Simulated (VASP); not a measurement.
Wanted: the native input for a VASP 6.6.1 run.

- Task: single point
- Functional: PBE
- Potentials or basis: VASP PAW PBE potentials, release 64 (Ba_sv, Ti_sv, O_h)
- Cutoff: 1340 eV
- k mesh: 6 × 6 × 6
- Occupations: gaussian, width 0.02 eV
- Spin: no spin polarisation
- Dipole correction: no
- Further INCAR settings: ALGO = Normal; EDIFF = 1e-06; NBANDS = 28

The structure of BaTiO3 lies in POSCAR:

```
BaTiO3
1.0
    2.8095506270      1.6220948108      2.2998787403
   -2.8095506270      1.6220948108      2.2998787403
    0.0000000000     -3.2441896216      2.2998787403
Ba Ti O
1 1 3
Direct
    0.0006074076      0.0006074076      0.0006074076
    0.5106206221      0.5106206221      0.5106206221
    0.4907098037      0.4907098037      0.9860524129
    0.4907098037      0.9860524129      0.4907098037
    0.9860524129      0.4907098037      0.4907098037
```

The input as run:

INCAR

```
PREC     = Accurate       # precision mode
ENCUT    = 1340           # plane-wave cutoff, eV
EDIFF    = 1E-6           # SCF threshold, eV
ISMEAR   = 0              # smearing method
SIGMA    = 0.02           # smearing width, eV
LREAL    = False          # projectors in reciprocal space
LASPH    = True           # aspherical terms in the spheres
NELM     = 120            # most SCF steps
ALGO     = Normal         # electronic algorithm
ISIF     = 2              # what is computed and relaxed
LWAVE    = False          # write WAVECAR
LCHARG   = False          # write CHGCAR
GGA      = PE             # functional
NBANDS   = 28             # bands
GGA_COMPAT= False
```

KPOINTS

```
regular mesh
0
Gamma
  6 6 6
```

Potentials or basis: VASP PAW PBE potentials, release 64 (Ba_sv, Ti_sv, O_h).

The run is started by

```sh
$ cat potpaw_PBE.64/Ba_sv/POTCAR potpaw_PBE.64/Ti_sv/POTCAR potpaw_PBE.64/O_h/POTCAR > POTCAR
$ mpirun -np 1 vasp_std > vasp.out
```

It gave:

* Pressure: 9.2 GPa
* Largest force: 0.034 eV/Å
* Band gap on the k mesh: 2.19 eV (least direct gap 2.48 eV)

Caveat: the cell stands under pressure; spin-orbit coupling is left out, which moves the levels of the heavy elements.

Run time: 3.3 min on 1 thread of Intel(R) Xeon(R) Platinum 8259CL CPU @ 2.50GHz (Skylake/Cascade Lake), with other jobs on the host, peak memory 0.48 GiB.
